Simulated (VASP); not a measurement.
# C (P6_3/mmc) in VASP: a series of runs

Runs on C. Level: PBEsol+D3(BJ). Tasks: single point.

Everything below comes from runs of VASP 6.6.1. Logs are shortened: lines on timing, memory, paths and dates and some standing lists are left out, and cuts for length are marked.

## (1) The cell of the first run

Symmetry: P6_3/mmc, No. 194, hexagonal system. Conventional cell: a = 2.658 Å, b = 2.658 Å, c = 6.302 Å, α = 90.00°, β = 90.00°, γ = 120.00°. Within 2.0 Å of C (site symmetry -6m2) lie 3 C at 1.53 Å. Within 2.0 Å of C (site symmetry -6m2) lie 3 C at 1.53 Å.

## (2) Single point, PBEsol+D3(BJ) (9.64 Å³/atom)

Contents of INCAR:

```
SYSTEM = C
ALGO = Normal ; EDIFF = 1E-6
ENCUT = 520 ; GGA = PS
ISIF = 2 ; ISMEAR = 0
IVDW = 12 ; LASPH = .True.
LCHARG = .False. ; LREAL = .False.
LWAVE = .False. ; NBANDS = 16
NELM = 100 ; PREC = Accurate
SIGMA = 0.15
```

Contents of KPOINTS:

```
k-points
0
Gamma
  21 21 8
  0 0 0
```

Contents of POSCAR:

```
C
1.0
    2.6579828494      0.0000000000      0.0000000000
   -1.3289914247      2.3018806704      0.0000000000
    0.0000000000      0.0000000000      6.3023431342
C
4
Direct
    0.0000000000      0.0000000000      0.0025000000
    0.0000000000      0.0000000000      0.5025000000
    0.3333333333      0.6666666667      0.0025000000
    0.6666666667      0.3333333333      0.5025000000
```

Potentials or basis: VASP PAW PBE potentials, release 64 (C).

Started as:

```bash
> cat potpaw_PBE.64/C/POTCAR > POTCAR
> mpirun -np 1 vasp_std > vasp.out
```

OUTCAR:

```text
SYSTEM = C
   EDIFF = 1E-6
   ENCUT = 520
   GGA = PS
   ISIF = 2
   ISMEAR = 0
   IVDW = 12
   LASPH = .True.
   LREAL = .False.
   NELM = 100
   PREC = Accurate
 IVDW          = 12

 ion  position               nearest neighbor table
   1  0.000  0.000  0.002-   3 1.53   3 1.53   3 1.53
   2  0.000  0.000  0.502-   4 1.53   4 1.53   4 1.53
   3  0.333  0.667  0.002-   1 1.53   1 1.53   1 1.53
   4  0.667  0.333  0.502-   2 1.53   2 1.53   2 1.53

  LATTYP: Found a hexagonal cell.
 ALAT       =     2.6579828494
 C/A-ratio  =     2.3711000000

  Lattice vectors:

 A1 = (   2.6579828494,   0.0000000000,   0.0000000000)
 A2 = (  -1.3289914247,   2.3018806704,   0.0000000000)
 A3 = (   0.0000000000,   0.0000000000,   6.3023431342)

Analysis of symmetry for initial positions (statically):
=====================================================================
 Subroutine PRICEL returns:
 Original cell was already a primitive cell.

 Routine SETGRP: Setting up the symmetry group for a
 hexagonal supercell.

 Subroutine GETGRP returns: Found 24 space group operations
 (whereof  6 operations were pure point group operations)
 out of a pool of 24 trial point group operations.

The static configuration has the point symmetry C_3v.
 The point group associated with its full space group is D_6h.

Analysis of symmetry for dynamics (positions and initial velocities):
=====================================================================
 Subroutine PRICEL returns:
 Original cell was already a primitive cell.

 Routine SETGRP: Setting up the symmetry group for a
 hexagonal supercell.

 Subroutine GETGRP returns: Found 24 space group operations
 (whereof  6 operations were pure point group operations)
 out of a pool of 24 trial point group operations.

The dynamic configuration has the point symmetry C_3v.
 The point group associated with its full space group is D_6h.

 Subroutine INISYM returns: Found 24 space group operations
 (whereof  6 operations are pure point group operations),
 and found     1 'primitive' translations

----------------------------------------------------------------------------------------

                                     Primitive cell

  volume of cell :      38.5600

  direct lattice vectors                    reciprocal lattice vectors
     2.657982849  0.000000000  0.000000000     0.376225151  0.217213692  0.000000000
    -1.328991425  2.301880670  0.000000000     0.000000000  0.434427385  0.000000000
     0.000000000  0.000000000  6.302343134     0.000000000  0.000000000  0.158671145

[... 92 lines left out ...]
   NFREE  =      0    steps in history (QN), initial steepest desc. (CG)
   ISIF   =      2    stress and relaxation
   ISYM   =      2    0-nonsym 1-usesym 2-fastsym
   POTIM  = 0.5000    time-step for ionic-motion
   TEBEG  =    0.0;   TEEND  =   0.0 temperature during run
   PSTRESS=    0.0 pullay stress
   NELECT =      16.0000    total number of electrons
   NUPDOWN=      -1.0000    fix difference up-down
   EMIN   =  10.00;   EMAX   =-10.00  energy-range for DOS
   EFERMI =   0.00;   METHOD = LEGACY
   ISMEAR =     0;   SIGMA  =   0.15  broadening in eV -4-tet -1-fermi 0-gaus
   EFERMI_NEDOS =   21; number of points for ismear=-14 and -15
   IALGO  =     38    algorithm
   IMIX   =      4    mixing-type and parameters
     AMIX     =   0.40;   BMIX     =  1.00
     AMIX_MAG =   1.60;   BMIX_MAG =  1.00
  volume/ion in A,a.u.               =       9.64        65.05
  Fermi-wavevector in a.u.,A,eV,Ry     =   1.221057  2.307463 20.286006  1.490979
  Thomas-Fermi vector in A             =   2.356252
   LORBIT       =      0    0 simple, 1 ext, 2 COOP (PROOUT), +10 PAW based schemes
   GGA     = PS    functional components
   LHFCALC =     F    Hartree Fock is set to
   AEXX    =    0.0000 exact exchange contribution
   IVDW    =    12    specifies the selected vdW correction
   LEPSILON=     F    determine dielectric tensor
   LRPA    =     F    only Hartree local field effects (RPA)
 non-spin polarized calculation
 Gauss-broadening in eV      SIGMA  =   0.15
  energy-cutoff  :      520.00
  volume of cell :       38.56
 maximum number of plane-waves:      1065
 NGX is ok and might be reduce to    20
   NGX =  9   NGY =  9   NGZ = 23

 number of electron      16.0000001 magnetization

 Free energy of the ion-electron system (eV)
  ---------------------------------------------------
  ext. energy  EPLUGINS =         0.00000000
  ---------------------------------------------------
  free energy    TOTEN  =       -37.07765020 eV

  energy without entropy =      -37.07674367  energy(sigma->0) =      -37.07719694

 E-fermi :   3.8157     XC(G=0): -10.4949

 val. band max:        3.8131549831   @ k =   0.3333   0.3333   0.2500
 cond. band min:       3.8441988192   @ k =   0.3333   0.3333   0.3750
 fundamental gap:      0.0310438361
 Fermi energy:         3.8157378714

 k-point     1 :       0.0000    0.0000    0.0000
  band No.  band energies     occupation
      1     -14.1499      2.00000
      2     -13.6107      2.00000
      3      -3.6879      2.00000
      4      -0.7949      2.00000
      5       0.8302      2.00000
      6       0.8302      2.00000
[... 433 lines left out ...]
      3      -3.0363      2.00000
      4      -2.8653      2.00000
      5      -2.1559      2.00000
      6      -1.2147      2.00000
[... 8 lines left out ...]
     15      13.3536      0.00000
     16      16.2004      0.00000

 [... further k-points ...]

------------------------ aborting loop because EDIFF is reached ----------------------------------------

 Edisp (eV)   -0.42497

 E8    (eV) :    -0.2064

  FORCE on cell =-STRESS in cart. coord.  units (eV):
  Direction    XX          YY          ZZ          XY          YZ          ZX
  --------------------------------------------------------------------------------------
  -------------------------------------------------------------------------------------
  Total     -18.09997   -18.09997     0.52580    -0.00000    -0.00000     0.00000
  in kB    -752.05806  -752.05806    21.84693    -0.00000    -0.00000     0.00000
  external pressure =     -494.09 kB  Pullay stress =        0.00 kB

 VOLUME and BASIS-vectors are now :
 -----------------------------------------------------------------------------
  energy-cutoff  :      520.00
  volume of cell :       38.56
      direct lattice vectors                 reciprocal lattice vectors
     2.657982849  0.000000000  0.000000000     0.376225151  0.217213692  0.000000000
    -1.328991425  2.301880670  0.000000000     0.000000000  0.434427385  0.000000000
     0.000000000  0.000000000  6.302343134     0.000000000  0.000000000  0.158671145

 POSITION                                       TOTAL-FORCE (eV/Angst)
 -----------------------------------------------------------------------------------
      0.00000      0.00000      0.01576         0.000000      0.000000     -0.000000
      0.00000      0.00000      3.16693        -0.000000      0.000000      0.000000
     -0.00000      1.53459      0.01576         0.000000      0.000000     -0.000000
      1.32899      0.76729      3.16693        -0.000000     -0.000000      0.000000
 -----------------------------------------------------------------------------------
    total drift:                               -0.000000     -0.000000     -0.000015

  FREE ENERGIE OF THE ION-ELECTRON SYSTEM (eV)
  ---------------------------------------------------
  free  energy   TOTEN  =       -37.5026215094 eV

  energy  without entropy=      -37.5017149861  energy(sigma->0) =      -37.50216825
```

Wall time 45 s (1 thread of Intel Xeon 6975P-C (Granite Rapids), shared host); peak memory 0.23 GiB.

What came out:

| Property | Result |
| --- | --- |
| Free energy | -37.5026 eV |
| Pressure | -49.4 GPa |
| Band gap on the k mesh | zero (bands 8 and 9 overlap by 0.07 eV) |
| Dispersion energy per atom | -0.106 eV |

Stress tensor (GPa, compression positive):
```
-75.21   0.00   0.00
  0.00 -75.21   0.00
  0.00   0.00   2.18
```

Caveat: the cell stands under tension; the PAW data sets were made with another functional, which shifts forces and pressure a little.

## (3) Single point, PBEsol+D3(BJ) (8.81 Å³/atom)

This run uses another cell than the first one, of 8.81 Å³/atom.

Contents of INCAR:

```
PREC = Accurate ; ENCUT = 520
EDIFF = 1E-6 ; ISMEAR = 0
SIGMA = 0.15 ; LREAL = False
LASPH = True ; NELM = 100
ALGO = Normal ; ISIF = 2
LWAVE = False ; LCHARG = False
GGA = PS ; IVDW = 12
NBANDS = 16
```

Contents of KPOINTS:

```
regular mesh
0
Gamma
  21 21 8
```

Contents of POSCAR:

```
C
1.0
    2.4185065385      0.0000000000      0.0000000000
   -1.2092532693      2.0944881015      0.0000000000
    0.0000000000      0.0000000000      6.9599781165
C
4
Direct
    0.0000000000      0.0000000000      0.0025000000
    0.0000000000      0.0000000000      0.5025000000
    0.3333333333      0.6666666667      0.0025000000
    0.6666666667      0.3333333333      0.5025000000
```

Potentials or basis: VASP PAW PBE potentials, release 64 (C).

Started as:

```bash
> cat potpaw_PBE.64/C/POTCAR > POTCAR
> mpirun -np 1 vasp_std > vasp.out
```

OUTCAR:

```text
PREC = Accurate
   ENCUT = 520
   EDIFF = 1E-6
   ISMEAR = 0
   LREAL = False
   LASPH = True
   NELM = 100
   ISIF = 2
   GGA = PS
   IVDW = 12
 IVDW          = 12

 ion  position               nearest neighbor table
   1  0.000  0.000  0.002-   3 1.40   3 1.40   3 1.40
   2  0.000  0.000  0.502-   4 1.40   4 1.40   4 1.40
   3  0.333  0.667  0.002-   1 1.40   1 1.40   1 1.40
   4  0.667  0.333  0.502-   2 1.40   2 1.40   2 1.40

  LATTYP: Found a hexagonal cell.
 ALAT       =     2.4185065385
 C/A-ratio  =     2.8778000000
[... 658 lines left out ...]

  FORCE on cell =-STRESS in cart. coord.  units (eV):
  Direction    XX          YY          ZZ          XY          YZ          ZX
  --------------------------------------------------------------------------------------
  -------------------------------------------------------------------------------------
  Total       5.17969     5.17969    -0.34834    -0.00000     0.00000     0.00000
  in kB     235.38628   235.38628   -15.83015    -0.00000     0.00000     0.00000
  external pressure =      151.65 kB  Pullay stress =        0.00 kB

 VOLUME and BASIS-vectors are now :
 -----------------------------------------------------------------------------
  energy-cutoff  :      520.00
  volume of cell :       35.26
      direct lattice vectors                 reciprocal lattice vectors
     2.418506538  0.000000000  0.000000000     0.413478312  0.238721814  0.000000000
    -1.209253269  2.094488102  0.000000000     0.000000000  0.477443629  0.000000000
     0.000000000  0.000000000  6.959978117     0.000000000  0.000000000  0.143678613

 POSITION                                       TOTAL-FORCE (eV/Angst)
 -----------------------------------------------------------------------------------
      0.00000      0.00000      0.01740        -0.000000      0.000000      0.000000
      0.00000      0.00000      3.49739         0.000000      0.000000     -0.000000
     -0.00000      1.39633      0.01740         0.000000     -0.000000      0.000000
      1.20925      0.69816      3.49739        -0.000000      0.000000     -0.000000
 -----------------------------------------------------------------------------------
    total drift:                                0.000000      0.000000      0.000014

  FREE ENERGIE OF THE ION-ELECTRON SYSTEM (eV)
  ---------------------------------------------------
  free  energy   TOTEN  =       -38.9141886852 eV

  energy  without entropy=      -38.9132972689  energy(sigma->0) =      -38.91374298
```

OSZICAR:

```text
N       E                     dE             d eps       ncg     rms          rms(c)
DAV:   1     0.295846932626E+02    0.29585E+02   -0.78813E+03  7688   0.929E+02
DAV:   2    -0.386685605071E+02   -0.68253E+02   -0.62538E+02 10904   0.188E+02
DAV:   3    -0.412809932224E+02   -0.26124E+01   -0.25997E+01  9944   0.339E+01
DAV:   4    -0.413019392114E+02   -0.20946E-01   -0.20939E-01  9920   0.366E+00
DAV:   5    -0.413022591298E+02   -0.31992E-03   -0.31990E-03  9744   0.428E-01    0.967E+00
DAV:   6    -0.391619431322E+02    0.21403E+01   -0.14319E+00  9216   0.761E+00    0.560E+00
DAV:   7    -0.384857087077E+02    0.67623E+00   -0.17360E+00  9448   0.849E+00    0.152E+00
DAV:   8    -0.384937406679E+02   -0.80320E-02   -0.84570E-02  9064   0.175E+00    0.359E-01
DAV:   9    -0.384918133760E+02    0.19273E-02   -0.26476E-03  9656   0.356E-01    0.116E-01
DAV:  10    -0.384919691697E+02   -0.15579E-03   -0.76661E-04  8728   0.172E-01    0.801E-02
DAV:  11    -0.384919663848E+02    0.27849E-05   -0.34566E-05  9928   0.398E-02    0.782E-03
DAV:  12    -0.384919675066E+02   -0.11218E-05   -0.11798E-06  8384   0.739E-03    0.622E-03
DAV:  13    -0.384919676090E+02   -0.10241E-06   -0.35720E-07  7264   0.479E-03
   1 F= -.38914189E+02 E0= -.38913743E+02  d E =-.891416E-03
```

stdout:

```text
POSCAR found type information on POSCAR C
 POSCAR found :  1 types and       4 ions
 scaLAPACK will be used
 -----------------------------------------------------------------------------
|                                                                             |
|                                                                             |
|     You enforced a specific xc type in the INCAR file but a different       |
|     I HOPE YOU KNOW WHAT YOU ARE DOING!                                     |
|                                                                             |
 -----------------------------------------------------------------------------

 LDA part: xc-table for (Slater+PW92), standard interpolation
 POSCAR, INCAR and KPOINTS ok, starting setup
 FFT: planning ... GRIDC
 FFT: planning ... GRID_SOFT
 FFT: planning ... GRID
 WAVECAR not read
 entering main loop
```

Wall time 2 min (1 thread of Intel Xeon 8259CL, shared host); peak memory 0.22 GiB.

What came out:

- Free energy: -38.9142 eV
- Pressure: 15.2 GPa
- Band gap on the k mesh: zero (bands 8 and 9 overlap by 0.02 eV)
- Dispersion energy per atom: -0.106 eV

Caveat: the cell stands under pressure; the PAW data sets were made with another functional, which shifts forces and pressure a little.

(Continued in part 2 of 2.)
